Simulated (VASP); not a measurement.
Crystal: Nb5N.

```
Nb N
1.0
     5.23519    0.00000    0.00000
    -2.61759    4.53380    0.00000
     0.00000    0.00000    4.25312
Nb N
5 1
Direct
  0.33333 0.66667 0.00000
  0.66667 0.33333 0.00000
  0.50000 0.00000 0.50000
  0.50000 0.50000 0.50000
  0.00000 0.50000 0.50000
  0.00000 0.00000 0.00000
```

The cell was generated, and may not be a known phase.

```yaml
Program: VASP 6.6.1
Task: relaxation of cell and atoms
Functional: PBE
Potentials_or_basis: VASP PAW PBE potentials, release 64 (Nb_sv, N)
Cutoff: 600 eV
k_mesh: 6 × 6 × 4
Occupations: gaussian, width 0.1 eV
Spin: no spin polarisation
```

At the start: pressure 24.2 GPa; volume 16.82 Å³/atom.

Question: Where does the relaxation end?

Answer: Over 15 steps the energy falls by 253.4 meV/atom and the volume is 19.03 Å³/atom (+13.1 %); space group P6/mmm (No. 191, to 0.1 Å) before and after.

Step by step:
```
step  energy change (eV)  largest force (eV/Å)  pressure (GPa)  volume (Å³)
   1              0.0000                0.0000           24.23       100.95
   2              0.2434                0.0000          -16.43       142.63
   3             -1.2487                0.0000           -1.42       118.76
   4             -1.2508                0.0000           -0.80       118.11
   5             -1.2508                0.0000           -0.43       117.75
   6             -1.3016                0.0000           -0.18       116.92
   7             -1.4034                0.0000            1.24       114.20
   8             -1.3203                0.0000            8.25       107.77
   9             -1.4430                0.0000            2.24       112.74
  10             -1.4600                0.0000            4.68       110.34
  11             -1.4785                0.0000            4.00       110.85
  12             -1.4869                0.0000            2.74       111.87
  13             -1.4889                0.0000            3.07       111.58
  14             -1.5024                0.0000            2.28       112.23
  15             -1.5203                0.0000            0.14       114.15
```

Final structure:
```yaml
crystal:
  lattice:
    - [5.04977, 0.00000, 0.00000]
    - [-2.52489, 4.37323, 0.00000]
    - [0.00000, 0.00000, 5.16894]
  atoms:
    - { symbol: Nb, position: [0.33333, 0.66667, 0.00000] }
    - { symbol: Nb, position: [0.66667, 0.33333, 0.00000] }
    - { symbol: Nb, position: [0.50000, 0.00000, 0.50000] }
    - { symbol: Nb, position: [0.50000, 0.50000, 0.50000] }
    - { symbol: Nb, position: [0.00000, 0.50000, 0.50000] }
    - { symbol: N, position: [0.00000, 0.00000, 0.00000] }
```

Caveat: the k points lie up to 0.30 Å⁻¹ apart in the final cell, too coarse for converged energies and pressures of a metal; a cell axis changed by over 15 % at a fixed basis, so the end point is rough.
